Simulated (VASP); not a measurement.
# Sc (P6_3/mmc) in VASP: notebook

Runs on Sc. Level: RPBE. Tasks: single point.

All numbers are computed with VASP 6.6.1; they aren't measurements. Logs are shortened: lines on timing, memory, paths and dates and some standing lists are left out, and cuts for length are marked.

## 1. The cell of the first run

Symmetry: P6_3/mmc, No. 194, hexagonal system. The conventional cell has a = 3.247 Å, b = 3.247 Å, c = 10.375 Å, α = 90.00°, β = 90.00°, γ = 120.00°. Within 4.2 Å of Sc (site symmetry -3m) lie 12 Sc at 3.20 to 3.25 Å. Sc (site symmetry -6m2) has 12 Sc at 3.20 to 3.25 Å within 4.2 Å.

## 2. Single point, RPBE (23.68 Å³/atom)

Input file INCAR:

```
SYSTEM = Sc
ALGO     = Normal         ! electronic algorithm
EDIFF    = 1E-6           ! SCF threshold, eV
ENCUT    = 520            ! plane-wave cutoff, eV
GGA      = RP             ! functional
ISIF     = 2              ! what is computed and relaxed
ISMEAR   = -1             ! smearing method
LASPH    = .TRUE.         ! aspherical terms in the spheres
LCHARG   = .FALSE.        ! write CHGCAR
LREAL    = .FALSE.        ! projectors in reciprocal space
LWAVE    = .FALSE.        ! write WAVECAR
NBANDS   = 30             ! bands
NELM     = 80             ! most SCF steps
PREC     = Accurate       ! precision mode
SIGMA    = 0.1            ! smearing width, eV
```

Input file KPOINTS:

```
k-points
0
G
  12 12 4
  0 0 0
```

Input file POSCAR:

```
Sc
1.0
    3.2469067398      0.0000000000      0.0000000000
   -1.6234533699      2.8119037204      0.0000000000
    0.0000000000      0.0000000000     10.3753861564
Sc
4
Direct
    1.0000000000      1.0000000000      0.0000000000
    1.0000000000      1.0000000000      0.5000000000
    0.3333333333      0.6666666667      0.2500000000
    0.6666666667      0.3333333333      0.7500000000
```

Potentials or basis: VASP PAW PBE potentials, release 64 (Sc_sv).

Started as:

```sh
cat potpaw_PBE.64/Sc_sv/POTCAR > POTCAR
mpirun -np 1 vasp_std > vasp.out
```

OUTCAR:

```text
SYSTEM = Sc
   EDIFF = 1E-6
   ENCUT = 520
   GGA = RP
   ISIF = 2
   ISMEAR = -1
   LASPH = .TRUE.
   LREAL = .FALSE.
   NELM = 80
   PREC = Accurate

 ion  position               nearest neighbor table
   1  0.000  0.000  0.000-   3 3.20   4 3.20   4 3.20   3 3.20   4 3.20   3 3.20
   2  0.000  0.000  0.500-   3 3.20   4 3.20   4 3.20   3 3.20   4 3.20   3 3.20
   3  0.333  0.667  0.250-   1 3.20   2 3.20   1 3.20   2 3.20   1 3.20   2 3.20
   4  0.667  0.333  0.750-   1 3.20   2 3.20   1 3.20   2 3.20   1 3.20   2 3.20

  LATTYP: Found a hexagonal cell.
 ALAT       =     3.2469067398
 C/A-ratio  =     3.1954678677

  Lattice vectors:

 A1 = (   3.2469067398,   0.0000000000,   0.0000000000)
 A2 = (  -1.6234533699,   2.8119037204,   0.0000000000)
 A3 = (   0.0000000000,   0.0000000000,  10.3753861564)

Analysis of symmetry for initial positions (statically):
=====================================================================
 Subroutine PRICEL returns:
 Original cell was already a primitive cell.

 Routine SETGRP: Setting up the symmetry group for a
 hexagonal supercell.

 Subroutine GETGRP returns: Found 24 space group operations
 (whereof 12 operations were pure point group operations)
 out of a pool of 24 trial point group operations.

The static configuration has the point symmetry D_3d.
 The point group associated with its full space group is D_6h.

Analysis of symmetry for dynamics (positions and initial velocities):
=====================================================================
 Subroutine PRICEL returns:
 Original cell was already a primitive cell.

 Routine SETGRP: Setting up the symmetry group for a
 hexagonal supercell.

 Subroutine GETGRP returns: Found 24 space group operations
 (whereof 12 operations were pure point group operations)
 out of a pool of 24 trial point group operations.

The dynamic configuration has the point symmetry D_3d.
 The point group associated with its full space group is D_6h.

 Subroutine INISYM returns: Found 24 space group operations
 (whereof 12 operations are pure point group operations),
 and found     1 'primitive' translations

----------------------------------------------------------------------------------------

                                     Primitive cell

  volume of cell :      94.7272

  direct lattice vectors                    reciprocal lattice vectors
     3.246906740  0.000000000  0.000000000     0.307985440  0.177815477  0.000000000
    -1.623453370  2.811903720  0.000000000     0.000000000  0.355630953  0.000000000
     0.000000000  0.000000000 10.375386156     0.000000000  0.000000000  0.096381955

  length of vectors
     3.246906740  3.246906740 10.375386156     0.355630953  0.355630953  0.096381955

  position of ions in fractional coordinates (direct lattice)
     0.000000000  0.000000000  0.000000000
     0.000000000  0.000000000  0.500000000
     0.333333333  0.666666667  0.250000000
     0.666666667  0.333333333  0.750000000

  ion indices of the primitive-cell ions
   primitive index   ion index
                 1           1
                 2           2
                 3           3
                 4           4

----------------------------------------------------------------------------------------

 KPOINTS: k-points

Automatic generation of k-mesh.
 Grid dimensions read from file:
 generate k-points for:   12   12    4

 Generating k-lattice:

  Cartesian coordinates                     Fractional coordinates (reciprocal lattice)
     0.025665453  0.014817956  0.000000000     0.083333333 -0.000000000  0.000000000
     0.000000000  0.029635913  0.000000000     0.000000000  0.083333333  0.000000000
     0.000000000  0.000000000  0.024095489     0.000000000  0.000000000  0.250000000

  Length of vectors
     0.029635913  0.029635913  0.024095489

  Shift w.r.t. Gamma in fractional coordinates (k-lattice)
     0.000000000  0.000000000  0.000000000

 Subroutine IBZKPT returns following result:
 ===========================================

 Found     57 irreducible k-points:

 Following reciprocal coordinates:
            Coordinates               Weight
  0.000000  0.000000  0.000000      1.000000
  0.083333  0.000000  0.000000      6.000000
  0.166667  0.000000  0.000000      6.000000
  0.250000  0.000000  0.000000      6.000000
  0.333333 -0.000000  0.000000      6.000000
  0.416667  0.000000  0.000000      6.000000
[... 16 lines left out ...]
  0.250000  0.000000  0.250000     12.000000
  0.333333 -0.000000  0.250000     12.000000
 [... further k-points ...]
   k-points           NKPTS =     57   k-points in BZ     NKDIM =     57   number of bands    NBANDS=     30
   number of dos      NEDOS =    301   number of ions     NIONS =      4
   total plane-waves  NPLWV =  46080
   dimension x,y,z NGX =    24 NGY =   24 NGZ =   80
   dimension x,y,z NGXF=    48 NGYF=   48 NGZF=  160
   ions per type =               4
   NGX,Y,Z   is equivalent  to a cutoff of  12.29, 12.29, 12.82 a.u.
   NGXF,Y,Z  is equivalent  to a cutoff of  24.58, 24.58, 25.64 a.u.
 SYSTEM =  Sc
   PREC   = accura    normal or accurate (medium, high low for compatibility)
   ISTART =      0    job   : 0-new  1-cont  2-samecut
   ICHARG =      2    charge: 1-file 2-atom 10-const
   ISPIN  =      1    spin polarized calculation?
   LNONCOLLINEAR =      F non collinear calculations
   LSORBIT =      F    spin-orbit coupling
   LASPH  =      T    aspherical Exc in radial PAW
   ENCUT  =  520.0 eV  38.22 Ry    6.18 a.u.   6.04  6.04 19.29*2*pi/ulx,y,z
   NELM   =     80;   NELMIN=  2; NELMDL= -5     # of ELM steps
   EDIFF  = 0.1E-05   stopping-criterion for ELM
   LREAL  =      F    real-space projection
   EDIFFG = 0.1E-04   stopping-criterion for IOM
   NSW    =      0    number of steps for IOM
   IBRION =     -1    ionic relax: 0-MD 1-quasi-New 2-CG
   NFREE  =      0    steps in history (QN), initial steepest desc. (CG)
   ISIF   =      2    stress and relaxation
   ISYM   =      2    0-nonsym 1-usesym 2-fastsym
   POTIM  = 0.5000    time-step for ionic-motion
   TEBEG  =    0.0;   TEEND  =   0.0 temperature during run
   PSTRESS=    0.0 pullay stress
   NELECT =      44.0000    total number of electrons
   NUPDOWN=      -1.0000    fix difference up-down
   EMIN   =  10.00;   EMAX   =-10.00  energy-range for DOS
   EFERMI =   0.00;   METHOD = LEGACY
   ISMEAR =    -1;   SIGMA  =   0.10  broadening in eV -4-tet -1-fermi 0-gaus
   EFERMI_NEDOS =   21; number of points for ismear=-14 and -15
   IALGO  =     38    algorithm
   IMIX   =      4    mixing-type and parameters
     AMIX     =   0.40;   BMIX     =  1.00
     AMIX_MAG =   1.60;   BMIX_MAG =  1.00
  volume/ion in A,a.u.               =      23.68       159.81
  Fermi-wavevector in a.u.,A,eV,Ry     =   1.267849  2.395887 21.870565  1.607441
  Thomas-Fermi vector in A             =   2.400975
   LORBIT       =      0    0 simple, 1 ext, 2 COOP (PROOUT), +10 PAW based schemes
   GGA     = RP    functional components
   LHFCALC =     F    Hartree Fock is set to
   AEXX    =    0.0000 exact exchange contribution
   IVDW    =     0    specifies the selected vdW correction
   LEPSILON=     F    determine dielectric tensor
   LRPA    =     F    only Hartree local field effects (RPA)
 non-spin polarized calculation
  energy-cutoff  :      520.00
  volume of cell :       94.73
 maximum number of plane-waves:      2592
   NGX = 13   NGY = 13   NGZ = 39

 number of electron      43.9999991 magnetization

 Free energy of the ion-electron system (eV)
  ---------------------------------------------------
  ext. energy  EPLUGINS =         0.00000000
  ---------------------------------------------------
  free energy    TOTEN  =       -23.68526443 eV

  energy without entropy =      -23.44676888  energy(sigma->0) =      -23.56601666

 E-fermi :   4.0669     XC(G=0):  -9.9181

 val. band max:        4.0517070218   @ k =   0.3333   0.2500   0.2500
 cond. band min:       4.0674024241   @ k =   0.5000   0.0000   0.5000
 fundamental gap:      0.0156954024
 Fermi energy:         4.0669073215

 k-point     1 :       0.0000    0.0000    0.0000
  band No.  band energies     occupation
      1     -45.3960      2.00000
      2     -45.3641      2.00000
      3     -45.3519      2.00000
      4     -45.3197      2.00000
      5     -24.1845      2.00000
      6     -23.9708      2.00000
[... 22 lines left out ...]
     29       5.9572      0.00000
     30       6.0068      0.00000

 k-point     2 :       0.0833    0.0000    0.0000
  band No.  band energies     occupation
      1     -45.3921      2.00000
      2     -45.3613      2.00000
      3     -45.3491      2.00000
      4     -45.3181      2.00000
      5     -24.1744      2.00000
      6     -23.9740      2.00000
[... 22 lines left out ...]
     29       6.0100      0.00000
     30       6.0710      0.00000

 k-point     3 :       0.1667    0.0000    0.0000
  band No.  band energies     occupation
      1     -45.3812      2.00000
      2     -45.3537      2.00000
      3     -45.3414      2.00000
      4     -45.3137      2.00000
      5     -24.1457      2.00000
      6     -23.9885      2.00000
[... 22 lines left out ...]
     29       5.9742      0.00000
     30       6.3342      0.00000

 k-point     4 :       0.2500    0.0000    0.0000
  band No.  band energies     occupation
      1     -45.3657      2.00000
      2     -45.3432      2.00000
      3     -45.3309      2.00000
      4     -45.3083      2.00000
      5     -24.1050      2.00000
      6     -24.0223      2.00000
[... 616 lines left out ...]
     29       6.0299      0.00000
     30       6.0684      0.00000

 k-point    23 :       0.2500    0.0000    0.2500
  band No.  band energies     occupation
      1     -45.3636      2.00000
      2     -45.3494      2.00000
      3     -45.3247      2.00000
      4     -45.3104      2.00000
      5     -24.0992      2.00000
      6     -24.0534      2.00000
[... 22 lines left out ...]
     29       5.9460      0.00000
     30       6.2039      0.00000

 k-point    24 :       0.3333   -0.0000    0.2500
  band No.  band energies     occupation
      1     -45.3474      2.00000
      2     -45.3369      2.00000
      3     -45.3162      2.00000
      4     -45.3056      2.00000
      5     -24.0998      2.00000
      6     -24.0651      2.00000
[... 22 lines left out ...]
     29       5.7870      0.00000
     30       6.2126      0.00000

 [... further k-points ...]

------------------------ aborting loop because EDIFF is reached ----------------------------------------

  FORCE on cell =-STRESS in cart. coord.  units (eV):
  Direction    XX          YY          ZZ          XY          YZ          ZX
  --------------------------------------------------------------------------------------
  -------------------------------------------------------------------------------------
  Total        2.7634390      2.7634390      2.7560634      0.0000000      0.0000000      0.0000000
  in kB       46.7397014     46.7397014     46.6149537      0.0000000      0.0000000      0.0000000
  external PRESSURE =      46.6981188 kB  Pullay stress =       0.0000000 kB

 VOLUME and BASIS-vectors are now :
 -----------------------------------------------------------------------------
  energy-cutoff  :      520.00
  volume of cell :       94.73
      direct lattice vectors                 reciprocal lattice vectors
     3.246906740  0.000000000  0.000000000     0.307985440  0.177815477  0.000000000
    -1.623453370  2.811903720  0.000000000     0.000000000  0.355630953  0.000000000
     0.000000000  0.000000000 10.375386156     0.000000000  0.000000000  0.096381955

 POSITION                                       TOTAL-FORCE (eV/Angst)
 -----------------------------------------------------------------------------------
      0.00000      0.00000      0.00000        -0.000000      0.000000      0.000000
      0.00000      0.00000      5.18769        -0.000000      0.000000      0.000000
     -0.00000      1.87460      2.59385         0.000000     -0.000000      0.000000
      1.62345      0.93730      7.78154        -0.000000      0.000000     -0.000000
 -----------------------------------------------------------------------------------
    total drift:                               -0.000000      0.000000     -0.000000

  FREE ENERGIE OF THE ION-ELECTRON SYSTEM (eV)
  ---------------------------------------------------
  free  energy   TOTEN  =       -23.6852644340 eV

  energy  without entropy=      -23.4467688784  energy(sigma->0) =      -23.56601666
```

Wall time 2.1 min (1 thread of Oxide Virtual Turin-like, shared host); peak memory 0.24 GiB.

Results:

```yaml
Free_energy: -23.6853 eV
Pressure: 4.7 GPa
Band_gap_on_the_k_mesh: zero (bands 22 and 23 overlap by 1.23 eV)
```

Caveat: the cell stands under pressure; the PAW data sets were made with another functional, which shifts forces and pressure a little.

## 3. Single point, RPBE (24.71 Å³/atom)

This run uses another cell than the first one, of 24.71 Å³/atom.

Input file INCAR:

```
SYSTEM = Sc
  PREC = Accurate
  ENCUT = 520
  EDIFF = 1E-7
  ISMEAR = -1
  SIGMA = 0.1
  LREAL = .False.
  LASPH = .True.
  NELM = 100
  ALGO = Normal
  ISIF = 2
  LWAVE = .False.
  LCHARG = .False.
  GGA = RP
  NBANDS = 30
```

Input file KPOINTS:

```
Automatic mesh
0
Gamma
  12 12 4
  0 0 0
```

Input file POSCAR:

```
Sc
1.0
    3.2932973894      0.0000000000      0.0000000000
   -1.6466486947      2.8520792015      0.0000000000
    0.0000000000      0.0000000000     10.5236259866
Sc
4
Direct
    1.0000000000      1.0000000000      0.0000000000
    1.0000000000      1.0000000000      0.5000000000
    0.3333333333      0.6666666667      0.2500000000
    0.6666666667      0.3333333333      0.7500000000
```

Potentials or basis: VASP PAW PBE potentials, release 64 (Sc_sv).

Started as:

```sh
cat potpaw_PBE.64/Sc_sv/POTCAR > POTCAR
mpirun -np 1 vasp_std > vasp.out
```

It took 3.3 min on 1 thread of Oxide Virtual Turin-like, shared host; peak memory 0.24 GiB.

It converged, with:

```yaml
Free_energy: -23.7743 eV
Pressure: 2.2 GPa
Band_gap_on_the_k_mesh: zero (bands 22 and 23 overlap by 1.17 eV)
```

Levels at points of the mesh, in eV from the Fermi level:
```tsv
k point	band 20	band 21	band 22	band 23	band 24	band 25
(0.00, 0.00, 0.00)	-1.69	0.36	0.83	0.88	1.48	1.48
(0.50, 0.00, 0.00)	-1.19	-0.48	-0.35	-0.30	0.18	0.87
(0.00, 0.00, 0.50)	-2.33	0.41	0.41	1.44	1.44	1.58
(0.50, 0.00, 0.50)	-1.31	-0.43	-0.43	-0.04	-0.04	1.22
```

Caveat: the PAW data sets were made with another functional, which shifts forces and pressure a little.

## 4. Single point, RPBE (25.74 Å³/atom)

This run uses another cell than the first one, of 25.74 Å³/atom.

Input file INCAR:

```
PREC     = Accurate       # precision mode
ENCUT    = 520            # plane-wave cutoff, eV
EDIFF    = 1E-6           # SCF threshold, eV
ISMEAR   = -1             # smearing method
SIGMA    = 0.1            # smearing width, eV
LREAL    = F              # projectors in reciprocal space
LASPH    = T              # aspherical terms in the spheres
NELM     = 60             # most SCF steps
ALGO     = Normal         # electronic algorithm
ISIF     = 2              # what is computed and relaxed
LWAVE    = F              # write WAVECAR
LCHARG   = F              # write CHGCAR
GGA      = RP             # functional
NBANDS   = 30             # bands
```

Input file KPOINTS:

```
Automatic mesh
0
Gamma
  12 12 4
```

Input file POSCAR:

```
Sc
1.0
    3.3384166590      0.0000000000      0.0000000000
   -1.6692083295      2.8911536351      0.0000000000
    0.0000000000      0.0000000000     10.6678031627
Sc
4
Direct
    1.0000000000      1.0000000000      0.0000000000
    1.0000000000      1.0000000000      0.5000000000
    0.3333333333      0.6666666667      0.2500000000
    0.6666666667      0.3333333333      0.7500000000
```

Started as:

```sh
cat potpaw_PBE.64/Sc_sv/POTCAR > POTCAR
mpirun -np 1 vasp_std > vasp.out
```

It took 4.2 min on 1 thread of Oxide Virtual Turin-like, shared host; peak memory 0.27 GiB.

Results (log left out):

| Property | Result |
| --- | --- |
| Free energy | -23.8035 eV |
| Pressure | 0.0 GPa |
| Band gap on the k mesh | zero (bands 22 and 23 overlap by 1.11 eV) |

Levels at points of the mesh, in eV from the Fermi level:
```csv
k point,band 18,band 19,band 20,band 21,band 22,band 23,band 24,band 25,band 26,band 27
"(0.00, 0.00, 0.00)",-3.64,-3.63,-1.64,0.29,0.81,0.85,1.44,1.44,1.46,1.46
"(0.50, 0.00, 0.00)",-1.48,-1.17,-1.17,-0.46,-0.34,-0.28,0.14,0.85,1.14,1.38
"(0.00, 0.00, 0.50)",-4.69,-2.31,-2.31,0.38,0.38,1.40,1.40,1.53,1.53,1.53
"(0.50, 0.00, 0.50)",-1.53,-1.26,-1.26,-0.39,-0.39,-0.08,-0.08,1.16,1.16,1.42
```

Caveat: the PAW data sets were made with another functional, which shifts forces and pressure a little.

[end of part 1 of 2]
